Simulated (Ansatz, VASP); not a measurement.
# Two plane-wave programs on Ga7As9

```xyz
16
Lattice="0.0000 5.6034 -5.6034 5.6034 5.6034 0.0000 5.6034 0.0000 -5.6034" Properties=species:S:1:pos:R:3 pbc="T T T"
As    2.8093    2.8873   -5.5087
As    1.4120    1.3786   -1.4175
As    4.2171    4.1655   -1.4223
As    1.2864    4.3147   -4.0839
As    4.2160    6.9789   -4.2345
As    4.2549    1.3238   -4.1644
As    7.0101    4.1705   -4.2288
As    4.2527    4.2337   -7.0726
As    7.0492    7.0009   -7.0028
Ga    5.6373    5.5942   -5.6186
Ga    2.7802   -0.0317   -2.8266
Ga    5.6370    2.7808   -2.8064
Ga   -0.0126    2.7477   -2.8050
Ga    2.8471    5.6101   -2.7900
Ga   -0.0105   -0.0110   -0.0490
Ga    2.8124    2.7780   -0.0197
```

Alike in both runs: functional LDA; k mesh 3 × 3 × 3; occupations gaussian, width 0.02 eV; no spin polarisation.

Ansatz relaxed the structure, and its values are those at the end. VASP's run is a single point on that final structure, the one shown.

```csv
,VASP,Ansatz
version,VASP 6.6.1,Ansatz 0.2.0
potentials or method,"VASP PAW LDA potentials, release 64 (As, Ga_d), cutoff 520 eV","scalar-relativistic, plane waves, PAW"
valence electrons in the cell,136,226
```

Ansatz gave:

* gap on the k mesh at the Fermi level (eV): none
* rms of the force components (eV/Å): 0.006

**Question.** Estimate VASP's values.

**Answer.** gap on the k mesh at the Fermi level (eV): none; rms of the force components (eV/Å): 0.007.

LDA's correlation is that of Perdew and Zunger in VASP and of Perdew and Wang (1992) in Ansatz. A gap of «none» marks a metal or a gap that the smearing closes. VASP's potentials hold 136 valence electrons a cell and Ansatz's 226, so a difference there can come from the potentials and not from the codes.
